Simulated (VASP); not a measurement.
# As (P6/mmm) in VASP: a series of runs

As is run at these levels: LDA; tasks: single point, relaxation of cell and atoms.

Program: VASP 6.6.1. These are calculated values, not measurements. Logs are shortened: lines on timing, memory, paths and dates and some standing lists are left out, and cuts for length are marked.

### 1 The cell of the first run

The structure is hexagonal, space group P6/mmm (No. 191). The conventional cell has a = 4.935 Å, b = 4.935 Å, c = 2.872 Å, α = 90.00°, β = 90.00°, γ = 120.00°. Within 3.8 Å of As (site symmetry 6/mmm) lie 14 As at 2.87 to 3.19 Å. Within 3.8 Å of As (site symmetry -6m2) lie 11 As at 2.85 to 3.19 Å.

### 2 Single point, LDA (volume scaled by 1.12)

INCAR reads:

```
SYSTEM = As
PREC = Accurate ; ENCUT = 520
EDIFF = 1E-7 ; ISMEAR = -1
SIGMA = 0.1 ; LREAL = .FALSE.
LASPH = .TRUE. ; NELM = 80
ALGO = Normal ; ISIF = 2
LWAVE = .FALSE. ; LCHARG = .FALSE.
NBANDS = 14
```

KPOINTS reads:

```
Automatic mesh
0
G
  9 9 13
  0 0 0
```

POSCAR reads:

```
As
1.0
    4.9347474314      0.0000000000      0.0000000000
   -2.4673737157      4.2736166369      0.0000000000
    0.0000000000      0.0000000000      2.8719067761
As
3
Direct
    1.0000000000      1.0000000000      0.0000000000
    0.3333333333      0.6666666667      0.5000000000
    0.6666666667      0.3333333333      0.5000000000
```

Potentials or basis: VASP PAW LDA potentials, release 64 (As).

On the command line:

```
$ cat potpaw_LDA.64/As/POTCAR > POTCAR
$ mpirun -np 1 vasp_std > vasp.out
```

OUTCAR:

```text
SYSTEM = As
   PREC = Accurate
   ENCUT = 520
   EDIFF = 1E-7
   ISMEAR = -1
   LREAL = .FALSE.
   LASPH = .TRUE.
   NELM = 80
   ISIF = 2

 ion  position               nearest neighbor table
   1  0.000  0.000  0.000-
   2  0.333  0.667  0.500-   3 2.85   3 2.85   3 2.85
   3  0.667  0.333  0.500-   2 2.85   2 2.85   2 2.85

  LATTYP: Found a hexagonal cell.
 ALAT       =     4.9347474314
 C/A-ratio  =     0.5819764468

  Lattice vectors:

 A1 = (   4.9347474314,   0.0000000000,   0.0000000000)
 A2 = (  -2.4673737157,   4.2736166369,   0.0000000000)
 A3 = (   0.0000000000,   0.0000000000,   2.8719067761)

Analysis of symmetry for initial positions (statically):
=====================================================================
 Subroutine PRICEL returns:
 Original cell was already a primitive cell.

 Routine SETGRP: Setting up the symmetry group for a
 hexagonal supercell.

 Subroutine GETGRP returns: Found 24 space group operations
 (whereof 24 operations were pure point group operations)
 out of a pool of 24 trial point group operations.

The static configuration has the point symmetry D_6h.

Analysis of symmetry for dynamics (positions and initial velocities):
=====================================================================
 Subroutine PRICEL returns:
 Original cell was already a primitive cell.

 Routine SETGRP: Setting up the symmetry group for a
 hexagonal supercell.

 Subroutine GETGRP returns: Found 24 space group operations
 (whereof 24 operations were pure point group operations)
 out of a pool of 24 trial point group operations.

The dynamic configuration has the point symmetry D_6h.

 Subroutine INISYM returns: Found 24 space group operations
 (whereof 24 operations are pure point group operations),
 and found     1 'primitive' translations

----------------------------------------------------------------------------------------

                                     Primitive cell

  volume of cell :      60.5663

  direct lattice vectors                    reciprocal lattice vectors
     4.934747431  0.000000000  0.000000000     0.202644616  0.116996924  0.000000000
    -2.467373716  4.273616637  0.000000000     0.000000000  0.233993848  0.000000000
     0.000000000  0.000000000  2.871906776     0.000000000  0.000000000  0.348200717

  length of vectors
     4.934747431  4.934747431  2.871906776     0.233993848  0.233993848  0.348200717

  position of ions in fractional coordinates (direct lattice)
     0.000000000  0.000000000  0.000000000
     0.333333333  0.666666667  0.500000000
     0.666666667  0.333333333  0.500000000

  ion indices of the primitive-cell ions
   primitive index   ion index
                 1           1
                 2           2
                 3           3

----------------------------------------------------------------------------------------

 KPOINTS: Automatic mesh

Automatic generation of k-mesh.
 Grid dimensions read from file:
 generate k-points for:    9    9   13

 Generating k-lattice:

  Cartesian coordinates                     Fractional coordinates (reciprocal lattice)
     0.022516068  0.012999658  0.000000000     0.111111111  0.000000000  0.000000000
     0.000000000  0.025999316  0.000000000     0.000000000  0.111111111  0.000000000
     0.000000000  0.000000000  0.026784671     0.000000000  0.000000000  0.076923077

  Length of vectors
     0.025999316  0.025999316  0.026784671

  Shift w.r.t. Gamma in fractional coordinates (k-lattice)
     0.000000000  0.000000000  0.000000000

 Subroutine IBZKPT returns following result:
 ===========================================

 Found     84 irreducible k-points:

 Following reciprocal coordinates:
            Coordinates               Weight
  0.000000  0.000000  0.000000      1.000000
  0.111111  0.000000  0.000000      6.000000
  0.222222  0.000000  0.000000      6.000000
  0.333333  0.000000  0.000000      6.000000
  0.444444  0.000000  0.000000      6.000000
  0.111111  0.111111  0.000000      6.000000
[... 16 lines left out ...]
  0.333333  0.222222  0.076923     24.000000
  0.333333  0.333333  0.076923      4.000000
 [... further k-points ...]
   k-points           NKPTS =     84   k-points in BZ     NKDIM =     84   number of bands    NBANDS=     14
   number of dos      NEDOS =    301   number of ions     NIONS =      3
   total plane-waves  NPLWV =  38400
   dimension x,y,z NGX =    40 NGY =   40 NGZ =   24
   dimension x,y,z NGXF=    80 NGYF=   80 NGZF=   48
   ions per type =               3
   NGX,Y,Z   is equivalent  to a cutoff of  13.48, 13.48, 13.89 a.u.
   NGXF,Y,Z  is equivalent  to a cutoff of  26.95, 26.95, 27.79 a.u.
 SYSTEM =  As
   PREC   = accura    normal or accurate (medium, high low for compatibility)
   ISTART =      0    job   : 0-new  1-cont  2-samecut
   ICHARG =      2    charge: 1-file 2-atom 10-const
   ISPIN  =      1    spin polarized calculation?
   LNONCOLLINEAR =      F non collinear calculations
   LSORBIT =      F    spin-orbit coupling
   LASPH  =      T    aspherical Exc in radial PAW
   ENCUT  =  520.0 eV  38.22 Ry    6.18 a.u.   9.18  9.18  5.34*2*pi/ulx,y,z
   NELM   =     80;   NELMIN=  2; NELMDL= -5     # of ELM steps
   EDIFF  = 0.1E-06   stopping-criterion for ELM
   LREAL  =      F    real-space projection
   EDIFFG = 0.1E-05   stopping-criterion for IOM
   NSW    =      0    number of steps for IOM
   IBRION =     -1    ionic relax: 0-MD 1-quasi-New 2-CG
   NFREE  =      0    steps in history (QN), initial steepest desc. (CG)
   ISIF   =      2    stress and relaxation
   ISYM   =      2    0-nonsym 1-usesym 2-fastsym
   POTIM  = 0.5000    time-step for ionic-motion
   TEBEG  =    0.0;   TEEND  =   0.0 temperature during run
   PSTRESS=    0.0 pullay stress
   NELECT =      15.0000    total number of electrons
   NUPDOWN=      -1.0000    fix difference up-down
   EMIN   =  10.00;   EMAX   =-10.00  energy-range for DOS
   EFERMI =   0.00;   METHOD = LEGACY
   ISMEAR =    -1;   SIGMA  =   0.10  broadening in eV -4-tet -1-fermi 0-gaus
   EFERMI_NEDOS =   21; number of points for ismear=-14 and -15
   IALGO  =     38    algorithm
   IMIX   =      4    mixing-type and parameters
     AMIX     =   0.40;   BMIX     =  1.00
     AMIX_MAG =   1.60;   BMIX_MAG =  1.00
  volume/ion in A,a.u.               =      20.19       136.24
  Fermi-wavevector in a.u.,A,eV,Ry     =   1.028083  1.942796 14.380750  1.056955
  Thomas-Fermi vector in A             =   2.162062
   LORBIT       =      0    0 simple, 1 ext, 2 COOP (PROOUT), +10 PAW based schemes
   GGA     = CA    functional components
   LHFCALC =     F    Hartree Fock is set to
   AEXX    =    0.0000 exact exchange contribution
   IVDW    =     0    specifies the selected vdW correction
   LEPSILON=     F    determine dielectric tensor
   LRPA    =     F    only Hartree local field effects (RPA)
 non-spin polarized calculation
  energy-cutoff  :      520.00
  volume of cell :       60.57
 maximum number of plane-waves:      1642
 NGX is ok and might be reduce to    40
   NGX = 19   NGY = 19   NGZ = 11

 number of electron      15.0000001 magnetization

 Free energy of the ion-electron system (eV)
  ---------------------------------------------------
  ext. energy  EPLUGINS =         0.00000000
  ---------------------------------------------------
  free energy    TOTEN  =       -14.83323720 eV

  energy without entropy =      -14.76967306  energy(sigma->0) =      -14.80145513

 E-fermi :   5.7626     XC(G=0): -10.6312

 val. band max:        5.7522622297   @ k =   0.2222   0.0000   0.1538
 cond. band min:       5.7671429264   @ k =   0.2222   0.2222   0.0000
 fundamental gap:      0.0148806967
 Fermi energy:         5.7626078782

 k-point     1 :       0.0000    0.0000    0.0000
  band No.  band energies     occupation
      1      -8.7798      2.00000
      2      -3.9922      2.00000
      3      -3.7944      2.00000
      4       1.4796      2.00000
      5       1.4796      2.00000
      6       1.7564      2.00000
      7       1.7564      2.00000
      8       8.1574      0.00000
      9      10.9025      0.00000
     10      10.9025      0.00000
     11      11.7843      0.00000
     12      11.7856      0.00000
     13      13.0148      0.00000
     14      17.9115      0.00000

 k-point     2 :       0.1111    0.0000    0.0000
  band No.  band energies     occupation
      1      -8.6873      2.00000
      2      -4.1739      2.00000
      3      -3.9939      2.00000
      4       0.8360      2.00000
      5       1.1590      2.00000
      6       2.5774      2.00000
      7       2.8073      2.00000
      8       8.2419      0.00000
      9      10.2247      0.00000
     10      10.7000      0.00000
     11      11.6646      0.00000
     12      11.6991      0.00000
     13      13.1166      0.00000
     14      17.8464      0.00000

 k-point     3 :       0.2222    0.0000    0.0000
  band No.  band energies     occupation
      1      -8.4111      2.00000
      2      -4.8023      2.00000
      3      -4.3147      2.00000
      4       0.2569      2.00000
      5       1.5227      2.00000
      6       3.6836      2.00000
      7       4.4153      2.00000
      8       8.4920      0.00000
      9       8.7176      0.00000
     10      10.0662      0.00000
     11      11.2856      0.00000
     12      11.5226      0.00000
     13      13.4111      0.00000
     14      16.7782      0.00000
[... 324 lines left out ...]
 k-point    23 :       0.3333    0.2222    0.0769
  band No.  band energies     occupation
      1      -6.9769      2.00000
      2      -6.2204      2.00000
      3      -5.5470      2.00000
      4       1.2210      2.00000
      5       2.6499      2.00000
      6       4.1811      2.00000
      7       7.4642      0.00000
      8       7.8124      0.00000
      9       8.7059      0.00000
     10       8.8874      0.00000
     11       9.4516      0.00000
     12       9.8698      0.00000
     13      13.9032      0.00000
     14      14.7044      0.00000

 k-point    24 :       0.3333    0.3333    0.0769
  band No.  band energies     occupation
      1      -6.3408      2.00000
      2      -6.3408      2.00000
      3      -6.2347      2.00000
      4       2.3105      2.00000
      5       2.7446      2.00000
      6       2.7446      2.00000
      7       8.0515      0.00000
      8       8.0515      0.00000
      9       8.9463      0.00000
     10       9.2056      0.00000
     11       9.5180      0.00000
     12       9.5180      0.00000
     13      13.8990      0.00000
     14      14.0893      0.00000

 [... further k-points ...]

------------------------ aborting loop because EDIFF is reached ----------------------------------------

  FORCE on cell =-STRESS in cart. coord.  units (eV):
  Direction    XX          YY          ZZ          XY          YZ          ZX
  --------------------------------------------------------------------------------------
  -------------------------------------------------------------------------------------
  Total       -3.0798079     -3.0798079     -2.9193939      0.0000000     -0.0000000      0.0000000
  in kB      -81.4710627    -81.4710627    -77.2275846      0.0000000     -0.0000000      0.0000000
  external PRESSURE =     -80.0565700 kB  Pullay stress =       0.0000000 kB

 VOLUME and BASIS-vectors are now :
 -----------------------------------------------------------------------------
  energy-cutoff  :      520.00
  volume of cell :       60.57
      direct lattice vectors                 reciprocal lattice vectors
     4.934747431  0.000000000  0.000000000     0.202644616  0.116996924  0.000000000
    -2.467373716  4.273616637  0.000000000     0.000000000  0.233993848  0.000000000
     0.000000000  0.000000000  2.871906776     0.000000000  0.000000000  0.348200717

 POSITION                                       TOTAL-FORCE (eV/Angst)
 -----------------------------------------------------------------------------------
      0.00000      0.00000      0.00000         0.000000      0.000000      0.000000
     -0.00000      2.84908      1.43595         0.000000      0.000000     -0.000000
      2.46737      1.42454      1.43595        -0.000000      0.000000      0.000000
 -----------------------------------------------------------------------------------
    total drift:                                0.000000     -0.000000      0.000000

  FREE ENERGIE OF THE ION-ELECTRON SYSTEM (eV)
  ---------------------------------------------------
  free  energy   TOTEN  =       -14.8332371993 eV

  energy  without entropy=      -14.7696730551  energy(sigma->0) =      -14.80145513
```

Run time: 25 s. Hardware: 1 thread of Intel Xeon Platinum 8559C (Emerald Rapids), shared host; peak memory 0.19 GiB.

What came out:

```yaml
Free_energy: -14.8332 eV
Pressure: -8.0 GPa
```

Stress tensor (GPa, compression positive):
```
-8.15  0.00  0.00
 0.00 -8.15  0.00
 0.00  0.00 -7.72
```

Caveat: the cell differs from its parent crystal (volume scaled by 1.12).

### 3 Relaxation of cell and atoms, LDA

This run uses another cell than the first one, of 18.30 Å³/atom, 0.906 times its volume.

INCAR reads:

```
SYSTEM = As
PREC     = Accurate       ! precision mode
ENCUT    = 600            ! plane-wave cutoff, eV
EDIFF    = 1E-6           ! SCF threshold, eV
ISMEAR   = -1             ! smearing method
SIGMA    = 0.1            ! smearing width, eV
LREAL    = .False.        ! projectors in reciprocal space
LASPH    = .True.         ! aspherical terms in the spheres
NELM     = 100            ! most SCF steps
ALGO     = Normal         ! electronic algorithm
ISIF     = 3              ! what is computed and relaxed
LWAVE    = .False.        ! write WAVECAR
LCHARG   = .False.        ! write CHGCAR
GGA      = CA             ! functional
IBRION   = 2              ! ionic algorithm
NSW      = 80             ! ionic steps
EDIFFG   = -0.01          ! ionic threshold
```

KPOINTS reads:

```
regular mesh
0
Gamma
  8 8 11
  0 0 0
```

POSCAR reads:

```
As
1.0
    4.6939060714      0.0000000000      0.0000000000
   -2.3469530357      4.0650419008      0.0000000000
    0.0000000000      0.0000000000      2.8773644218
As
3
Direct
    0.0000000000      0.0000000000      0.0000000000
    0.3333333333      0.6666666667      0.5000000000
    0.6666666667      0.3333333333      0.5000000000
```

Potentials or basis: VASP PAW LDA potentials, release 64 (As).

On the command line:

```
$ cat potpaw_LDA.64/As/POTCAR > POTCAR
$ mpirun -np 1 vasp_std > vasp.out
```

Run time: 56 s. Hardware: 1 thread of Intel Xeon Platinum 8559C (Emerald Rapids), shared host; peak memory 0.18 GiB.

The run converged. Its results:

```yaml
Free_energy: -15.0307 eV
Relaxed_volume: 18.08 Å³/atom
Relaxed_cell: a = 4.757 Å, b = 4.757 Å, c = 2.769 Å, α = 90.00°, β = 90.00°, γ = 120.00°
Space_group_after_relaxing_to_0.05_Å: P6/mmm (No. 191)
Energy_gained_by_relaxing: 16.0 meV/atom
Ionic_steps: 6
Pressure_after_relaxing: 0.0 GPa
```

Step by step:
```
step  energy change (eV)  largest force (eV/Å)  pressure (GPa)  volume (Å³)
   1              0.0000                0.0000           -0.70        54.90
   2             -0.0446                0.0000            0.05        54.24
   3             -0.0477                0.0000            0.36        54.05
   4             -0.0478                0.0000            0.41        54.02
   5             -0.0479                0.0000           -0.26        54.40
   6             -0.0481                0.0000           -0.01        54.25
```

Final structure:
```
As
1.0
     4.75675    0.00000    0.00000
    -2.37837    4.11946    0.00000
     0.00000    0.00000    2.76856
As
3
Cartesian
  0.0000 0.0000 0.0000
  0.0000 2.7463 1.3843
  2.3784 1.3732 1.3843
```

Levels at points of the mesh, in eV from the Fermi level:
| k point | band 3 | band 4 | band 5 | band 6 | band 7 | band 8 | band 9 | band 10 | band 11 |
| --- | --- | --- | --- | --- | --- | --- | --- | --- | --- |
| (0.00, 0.00, 0.00) | -9.61 | -4.86 | -4.86 | -4.56 | -4.56 | 2.70 | 6.01 | 6.01 | 7.00 |
| (0.50, 0.00, 0.00) | -10.70 | -6.88 | -1.29 | -1.04 | 1.10 | 1.50 | 2.47 | 4.50 | 4.53 |
